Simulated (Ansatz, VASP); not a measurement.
## One calculation of TaH4, two programs

```xyz
10
Lattice="4.4290 -2.1834 0.8465 4.4290 2.1834 0.8465 0.7883 0.0000 4.2771" Properties=species:S:1:pos:R:3 pbc="T T T"
Ta    5.0202   -1.0912    4.0543
Ta    4.6260    1.0912    1.9158
H     6.2096    0.2688    4.6738
H     3.8308    0.2688    3.4349
H     3.4367   -0.2688    1.2964
H     5.8154   -0.2688    2.5352
H     3.7411   -1.9134    2.9060
H     6.2993   -1.9134    5.2027
H     5.9051    1.9134    3.0642
H     3.3469    1.9134    0.7674
```

Change from the starting cell: species swapped into the TiI4 type (C2/c, No. 15).

Alike in both runs: functional PBE; k mesh 3 × 3 × 3; occupations gaussian, width 0.15 eV; no spin polarisation.

Ansatz relaxed the structure, and its values are those at the end. VASP's run is a single point on that final structure, the one shown.

|  | VASP | Ansatz |
| --- | --- | --- |
| version | VASP 6.6.1 | Ansatz 0.2.0 |
| potentials or method | VASP PAW PBE potentials, release 64 (Ta_pv, H), cutoff 520 eV | scalar-relativistic, plane waves, PAW |
| valence electrons in the cell | 30 | 34 |

VASP gave:

```
gap on the k mesh at the Fermi level (eV) : none
pressure (GPa)                            : 0.1
rms of the force components (eV/Å)        : 0.023
```

Problem. Which values does Ansatz return?

Solution. gap on the k mesh at the Fermi level (eV): none; pressure (GPa): 0.2; rms of the force components (eV/Å): 0.025.

A gap of «none» marks a metal or a gap that the smearing closes. VASP's potentials hold 30 valence electrons a cell and Ansatz's 34, so a difference there can come from the potentials and not from the codes.

The k mesh is coarse, so the values compare programs but aren't converged. Spin-orbit coupling is off throughout.
